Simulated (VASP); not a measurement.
# Ir in VASP: notebook, part 2 of 2

VASP 6.6.1. Earlier steps stand in the parts before.

### 3 Single point, RPBE (16.66 Å³/atom)

This run uses another cell than the first one, of 16.66 Å³/atom.

Input file INCAR:

```
SYSTEM = Ir
PREC = Accurate ; ENCUT = 520
EDIFF = 1E-6 ; ISMEAR = -1
SIGMA = 0.1 ; LREAL = .False.
LASPH = .True. ; NELM = 100
ALGO = Normal ; ISIF = 2
LWAVE = .False. ; LCHARG = .False.
GGA = RP ; NBANDS = 16
```

Input file KPOINTS:

```
regular mesh
0
Gamma
  17 17 10
  0 0 0
```

Input file POSCAR:

```
Ir
1.0
   -2.5369801216      2.1776134921      1.3403331222
    2.1776134921     -2.5369801216      1.3403331222
    2.9040685478      2.9040685478     -1.9985137623
Ir
2
Direct
    0.9772084782      0.0227915218      0.0000000000
    0.7727915218      0.2272084782      0.5000000000
```

Potentials or basis: VASP PAW PBE potentials, release 64 (Ir).

On the command line:

```console
$ cat potpaw_PBE.64/Ir/POTCAR > POTCAR
$ mpirun -np 1 vasp_std > vasp.out
```

OUTCAR:

```text
SYSTEM = Ir
   PREC = Accurate
   ENCUT = 520
   EDIFF = 1E-6
   ISMEAR = -1
   LREAL = .False.
   LASPH = .True.
   NELM = 100
   ISIF = 2
   GGA = RP

 ion  position               nearest neighbor table
   1  0.977  0.023  0.000-   2 2.66   2 2.66   2 2.66   2 2.66   2 2.69   2 2.69
   2  0.773  0.227  0.500-   1 2.66   1 2.66   1 2.66   1 2.66   1 2.69   1 2.69

  Warning from LATTYP: Got some problem with cell dimensions!
  Tried to take original basis but could not verify dimensions!
  LATTYP: Found a base centered monoclinic cell.
 ALAT       =     2.7284171717
 B/A-ratio  =     2.4437033672
 C/A-ratio  =     1.3424755307
 COS(beta)  =    -0.0000338983

  Lattice vectors:

 A1 = (  -2.5369801216,   2.1776134921,   1.3403331222)
 A2 = (   2.1776134921,  -2.5369801216,   1.3403331222)
 A3 = (   2.5447019183,   2.5447019183,   0.6821524821)

Analysis of symmetry for initial positions (statically):
=====================================================================
 Subroutine PRICEL returns:
 Original cell was already a primitive cell.

 Routine SETGRP: Setting up the symmetry group for a
 base centered monoclinic supercell.

 Subroutine GETGRP returns: Found  4 space group operations
 (whereof  2 operations were pure point group operations)
 out of a pool of  4 trial point group operations.

The static configuration has the point symmetry C_2 .
 The point group associated with its full space group is C_2h.

Analysis of symmetry for dynamics (positions and initial velocities):
=====================================================================
 Subroutine PRICEL returns:
 Original cell was already a primitive cell.

 Routine SETGRP: Setting up the symmetry group for a
 base centered monoclinic supercell.

 Subroutine GETGRP returns: Found  4 space group operations
 (whereof  2 operations were pure point group operations)
[... 119 lines left out ...]
   EFERMI_NEDOS =   21; number of points for ismear=-14 and -15
   IALGO  =     38    algorithm
   IMIX   =      4    mixing-type and parameters
     AMIX     =   0.40;   BMIX     =  1.00
     AMIX_MAG =   1.60;   BMIX_MAG =  1.00
  volume/ion in A,a.u.               =      16.66       112.41
  Fermi-wavevector in a.u.,A,eV,Ry     =   1.333357  2.519680 24.189011  1.777842
  Thomas-Fermi vector in A             =   2.462222
   LORBIT       =      0    0 simple, 1 ext, 2 COOP (PROOUT), +10 PAW based schemes
   GGA     = RP    functional components
   LHFCALC =     F    Hartree Fock is set to
   AEXX    =    0.0000 exact exchange contribution
   IVDW    =     0    specifies the selected vdW correction
   LEPSILON=     F    determine dielectric tensor
   LRPA    =     F    only Hartree local field effects (RPA)
 non-spin polarized calculation
  energy-cutoff  :      520.00
  volume of cell :       33.32
 maximum number of plane-waves:       913
   NGX = 13   NGY = 13   NGZ = 17

 number of electron      18.0000001 magnetization

 Free energy of the ion-electron system (eV)
  ---------------------------------------------------
  ext. energy  EPLUGINS =         0.00000000
  ---------------------------------------------------
  free energy    TOTEN  =       -15.53930796 eV

  energy without entropy =      -15.46475459  energy(sigma->0) =      -15.50203128

 E-fermi :   7.6548     XC(G=0): -12.8768

 val. band max:        7.6547504507   @ k =  -0.3529   0.1176   0.5000
 cond. band min:       7.6555465155   @ k =  -0.0000  -0.0000   0.1000
 fundamental gap:      0.0007960648
 Fermi energy:         7.6547996162

 k-point     1 :       0.0000    0.0000    0.0000
  band No.  band energies     occupation
      1      -1.5328      2.00000
      2       1.5808      2.00000
      3       2.5545      2.00000
      4       3.0594      2.00000
      5       4.1581      2.00000
      6       6.0256      2.00000
[... 433 lines left out ...]
      3       2.5260      2.00000
      4       3.2407      2.00000
      5       4.2654      2.00000
      6       5.7086      2.00000
[... 8 lines left out ...]
     15      23.7166      0.00000
     16      24.1336      0.00000

 [... further k-points ...]

------------------------ aborting loop because EDIFF is reached ----------------------------------------

  FORCE on cell =-STRESS in cart. coord.  units (eV):
  Direction    XX          YY          ZZ          XY          YZ          ZX
  --------------------------------------------------------------------------------------
  -------------------------------------------------------------------------------------
  Total       -1.9969849     -1.9969849     -2.0426507     -0.1941007     -0.0244708     -0.0244708
  in kB      -96.0346962    -96.0346962    -98.2307598     -9.3342746     -1.1767977     -1.1767975
  external PRESSURE =     -96.7667174 kB  Pullay stress =       0.0000000 kB

 VOLUME and BASIS-vectors are now :
 -----------------------------------------------------------------------------
  energy-cutoff  :      520.00
  volume of cell :       33.32
      direct lattice vectors                 reciprocal lattice vectors
    -2.536980122  2.177613492  1.340333122     0.035351142  0.247458501  0.410954684
     2.177613492 -2.536980122  1.340333122     0.247458501  0.035351142  0.410954684
     2.904068548  2.904068548 -1.998513762     0.189670514  0.189670514  0.050853965

 POSITION                                       TOTAL-FORCE (eV/Angst)
 -----------------------------------------------------------------------------------
     -2.42953      2.07016      1.34033         0.083030     -0.083030      0.000000
     -0.01375      2.55845      0.34108        -0.083030      0.083030     -0.000000
 -----------------------------------------------------------------------------------
    total drift:                               -0.000000     -0.000000     -0.000000

  FREE ENERGIE OF THE ION-ELECTRON SYSTEM (eV)
  ---------------------------------------------------
  free  energy   TOTEN  =       -15.5393079625 eV

  energy  without entropy=      -15.4647545896  energy(sigma->0) =      -15.50203128
```

OSZICAR:

```text
N       E                     dE             d eps       ncg     rms          rms(c)
DAV:   1     0.142892859444E+03    0.14289E+03   -0.81120E+03 24768   0.109E+03
DAV:   2    -0.124653427504E+02   -0.15536E+03   -0.13928E+03 24800   0.299E+02
DAV:   3    -0.164341281712E+02   -0.39688E+01   -0.39092E+01 33912   0.568E+01
DAV:   4    -0.164777385849E+02   -0.43610E-01   -0.43602E-01 27240   0.518E+00
DAV:   5    -0.164789669469E+02   -0.12284E-02   -0.12284E-02 34528   0.919E-01    0.147E+01
DAV:   6    -0.156573318476E+02    0.82164E+00   -0.12951E+00 31608   0.139E+01    0.590E+00
DAV:   7    -0.155481146933E+02    0.10922E+00   -0.28400E-01 33504   0.594E+00    0.203E+00
DAV:   8    -0.155393611409E+02    0.87536E-02   -0.98757E-03 28496   0.101E+00    0.144E-01
DAV:   9    -0.155392897686E+02    0.71372E-04   -0.43320E-04 34096   0.224E-01    0.557E-02
DAV:  10    -0.155393051262E+02   -0.15358E-04   -0.38080E-05 30376   0.508E-02    0.112E-02
DAV:  11    -0.155393083777E+02   -0.32515E-05   -0.14331E-06 26776   0.105E-02    0.505E-03
DAV:  12    -0.155393079625E+02    0.41513E-06   -0.16656E-07 14552   0.407E-03
   1 F= -.15539308E+02 E0= -.15502031E+02  d E =-.745534E-01
```

stdout:

```text
POSCAR found type information on POSCAR Ir
 POSCAR found :  1 types and       2 ions
 scaLAPACK will be used
 -----------------------------------------------------------------------------
|                                                                             |
|                                                                             |
|     You enforced a specific xc type in the INCAR file but a different       |
|     I HOPE YOU KNOW WHAT YOU ARE DOING!                                     |
|                                                                             |
 -----------------------------------------------------------------------------

 LDA part: xc-table for (Slater+PW92), standard interpolation
 POSCAR, INCAR and KPOINTS ok, starting setup
 FFT: planning ... GRIDC
 FFT: planning ... GRID_SOFT
 FFT: planning ... GRID
 WAVECAR not read
 entering main loop
```

Run time: 2.7 min. Hardware: 1 thread of Intel Xeon 6975P-C (Granite Rapids), shared host; peak memory 0.46 GiB.

Results:

| Item | Value |
| --- | --- |
| Free energy | -15.5393 eV |
| Pressure | -9.7 GPa |
| Largest force | 0.117 eV/Å |
| Band gap on the k mesh | zero (bands 9 and 10 overlap by 2.52 eV) |

Forces on the atoms (eV/Å):
```
Ir   0.083 -0.083  0.000
Ir  -0.083  0.083  0.000
```

Caveat: the cell stands under tension; the PAW data sets were made with another functional, which shifts forces and pressure a little; spin-orbit coupling is left out, which moves the levels of the heavy elements.

### 4 Single point, RPBE (17.30 Å³/atom)

This run uses another cell than the first one, of 17.30 Å³/atom.

Input file INCAR:

```
SYSTEM = Ir
ALGO = Normal
EDIFF = 1E-6
ENCUT = 520
GGA = RP
ISIF = 2
ISMEAR = -1
LASPH = .TRUE.
LCHARG = .FALSE.
LREAL = .FALSE.
LWAVE = .FALSE.
NBANDS = 16
NELM = 100
PREC = Accurate
SIGMA = 0.1
```

Input file KPOINTS:

```
k-points
0
G
  17 17 10
  0 0 0
```

Input file POSCAR:

```
Ir
1.0
   -2.5690972035      2.2051811464      1.3573011655
    2.2051811464     -2.5690972035      1.3573011655
    2.9408328120      2.9408328120     -2.0238140907
Ir
2
Direct
    0.9772084782      0.0227915218      0.0000000000
    0.7727915218      0.2272084782      0.5000000000
```

On the command line:

```console
$ cat potpaw_PBE.64/Ir/POTCAR > POTCAR
$ mpirun -np 1 vasp_std > vasp.out
```

Wall time 2.8 min (1 thread of Intel Xeon 6975P-C (Granite Rapids), shared host); peak memory 0.47 GiB.

Results (log left out):

```
Free energy            : -15.4304 eV
Pressure               : -17.4 GPa
Largest force          : 0.237 eV/Å
Band gap on the k mesh : zero (bands 9 and 10 overlap by 2.36 eV)
```

Forces on the atoms (eV/Å):
```
Ir   0.168 -0.168  0.000
Ir  -0.168  0.168  0.000
```

Stress tensor (GPa, compression positive):
```
-17.18  -1.68  -0.17
 -1.68 -17.18  -0.17
 -0.17  -0.17 -17.78
```

Levels at points of the mesh, in eV from the Fermi level:
| k point | band 6 | band 7 | band 8 | band 9 | band 10 | band 11 | band 12 | band 13 |
| --- | --- | --- | --- | --- | --- | --- | --- | --- |
| (0.00, 0.00, 0.00) | -1.55 | -0.93 | -0.70 | 0.30 | 0.47 | 1.52 | 4.24 | 7.52 |
| (0.00, 0.00, 0.50) | -2.42 | -1.73 | -1.73 | -0.63 | -0.63 | 1.39 | 1.39 | 11.56 |

Caveat: the cell stands under tension; the PAW data sets were made with another functional, which shifts forces and pressure a little; spin-orbit coupling is left out, which moves the levels of the heavy elements.

### 5 The runs side by side

```csv
cell,gap on the mesh (eV),pressure (GPa),largest force (eV/Å)
"a = 3.555, b = 3.555, c = 4.508 Å, angles 103.1, 103.1, 135.5°, 2 atoms",none,0.2,0.03
"a = 3.602, b = 3.602, c = 4.567 Å, angles 103.1, 103.1, 135.5°, 2 atoms",none,-9.7,0.12
"a = 3.648, b = 3.648, c = 4.625 Å, angles 103.1, 103.1, 135.5°, 2 atoms",none,-17.4,0.24
```

Alike in all rows: task single point; level RPBE; potentials or basis VASP PAW PBE potentials, release 64 (Ir); no spin polarisation; k mesh 17 × 17 × 10; cutoff (eV) 520; smearing fermi-dirac 0.1 eV.

Caveats: the PAW data sets were made with another functional, which shifts forces and pressure a little; spin-orbit coupling is left out, which moves the levels of the heavy elements; the cell stands under tension (at least some runs).

Total energies depend on the potentials used, so only differences within one code and one set of settings carry meaning.
